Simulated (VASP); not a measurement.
Set up this calculation in VASP 6.6.1, as the native input.

| Quantity | Value |
| --- | --- |
| Task | single point |
| Functional | LDA |
| Potentials or basis | VASP PAW LDA potentials, release 64 (Ba_sv, Zr_sv, O_h) |
| Cutoff | 910 eV |
| k mesh | 4 × 4 × 4 |
| Occupations | gaussian, width 0.01 eV |
| Spin | no spin polarisation |
| Dipole correction | no |
| Second run | hard_potentials |
| Further INCAR settings | ALGO = Normal; EDIFF = 1e-06; NBANDS = 28 |

The structure of BaZrO3 lies in POSCAR:

```
BaZrO3
1.0
    4.1322606106      0.0000000000      0.0000000000
    0.0000000000      4.1322606106      0.0000000000
    0.0000000000      0.0000000000      4.1322606106
Ba Zr O
1 1 3
Direct
    0.0000000000      0.0000000000      0.0000000000
    0.5000000000      0.5000000000      0.5000000000
    0.0000000000      0.5000000000      0.5000000000
    0.5000000000      0.0000000000      0.5000000000
    0.5000000000      0.5000000000      0.0000000000
```

The input as run:

INCAR

```
SYSTEM = BaZrO3
  PREC = Accurate
  ENCUT = 910
  EDIFF = 1E-6
  ISMEAR = 0
  SIGMA = 0.01
  LREAL = .FALSE.
  LASPH = .TRUE.
  NELM = 120
  ALGO = Normal
  ISIF = 2
  LWAVE = .FALSE.
  LCHARG = .FALSE.
  GGA = CA
  NBANDS = 28
  GGA_COMPAT = .FALSE.
```

KPOINTS

```
Automatic mesh
0
G
  4 4 4
  0 0 0
```

Potentials or basis: VASP PAW LDA potentials, release 64 (Ba_sv, Zr_sv, O_h).

Run with:

```sh
$ cat potpaw_LDA.64/Ba_sv/POTCAR potpaw_LDA.64/Zr_sv/POTCAR potpaw_LDA.64/O_h/POTCAR > POTCAR
$ mpirun -np 1 vasp_std > vasp.out
```

Results of the run:

The pressure is 3.3 GPa and the band gap on the k mesh is 3.15 eV, indirect (least direct gap 3.31 eV).

Caveat: the cutoff is under 1.25 times the usual one of these potentials, so pressure, stress and relaxed cells hold a basis-set (Pulay) error; spin-orbit coupling is left out, which moves the levels of the heavy elements.

It took 78 s on 1 thread of Intel(R) Xeon(R) Platinum 8259CL CPU @ 2.50GHz (Skylake/Cascade Lake), with other jobs on the host, peak memory 0.24 GiB.
